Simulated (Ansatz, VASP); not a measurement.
# InBiO in VASP and in Ansatz

The input INCAR:

```
ALGO = Normal
EDIFF = 1E-6
EDIFFG = -0.04
ENCUT = 600
GGA = PE
IBRION = 2
ISIF = 3
ISMEAR = 0
LASPH = T
LCHARG = F
LREAL = F
LWAVE = F
NELM = 60
NSW = 90
PREC = Accurate
SIGMA = 0.1
```

KPOINTS

```
k-points
0
Gamma
  6 6 4
```

Contents of POSCAR:

```
InBiO
1.0
    3.5553769114      0.0000000000      0.0000000000
    0.0000000000      3.5553769114      0.0000000000
    0.0000000000      0.0000000000      5.0743495489
In Bi O
1 1 1
Direct
    0.0000000000      0.0000000000      0.5000000000
    0.5000000000      0.5000000000      0.0000000000
    0.5000000000      0.5000000000      0.5000000000
```

Input for Ansatz:

```yaml
crystal:
  lattice:
    - [3.5553769114, 0.0, 0.0]
    - [0.0, 3.5553769114, 0.0]
    - [0.0, 0.0, 5.0743495489]
  atoms:
    - { symbol: In, position: [0.0, 0.0, 0.5] }
    - { symbol: Bi, position: [0.5, 0.5, 0.0] }
    - { symbol: O, position: [0.5, 0.5, 0.5] }
basis:
  ecutwfc: 420
kpoints:
  mp_grid: { grid: [6, 6, 4] }
hamiltonian:
  xc: pbe
scf:
  occupations: { method: gaussian, width: 0.1 }
  lower_state_search: "off"
output:
  forces: true
  stress: true
  eigenvalues: true
relax:
  adjacent_minimum: "off"
  f_tol: 0.04
  max_steps: 70
  cell: { stress_tol: 0.4 }
```

Alike in both runs: task relaxation of cell and atoms; functional PBE; k mesh 6 × 6 × 4; occupations gaussian, width 0.1 eV; no spin polarisation.

|  | VASP | Ansatz |
| --- | --- | --- |
| version | VASP 6.6.1 | Ansatz 0.2.0 |
| potentials or method | VASP PAW PBE potentials, release 64 (In_d, Bi_d, O), cutoff 600 eV | scalar-relativistic, plane waves, PAW |
| valence electrons in the cell | 34 | 34 |

Ansatz gave:

```
gap on the k mesh at the Fermi level, each at its own relaxed structure (eV) : none
relaxed volume (Å³/atom)                                                     : 21.37
relaxed cell length with the largest relative difference (Å)                 : 3.527
```

**Question.** Which values does VASP return?

**Answer.** gap on the k mesh at the Fermi level, each at its own relaxed structure (eV): none; relaxed volume (Å³/atom): 21.27; relaxed cell length with the largest relative difference (Å): 3.513.

A gap of «none» marks a metal or a gap that the smearing closes.

Neither program's run includes spin-orbit coupling.
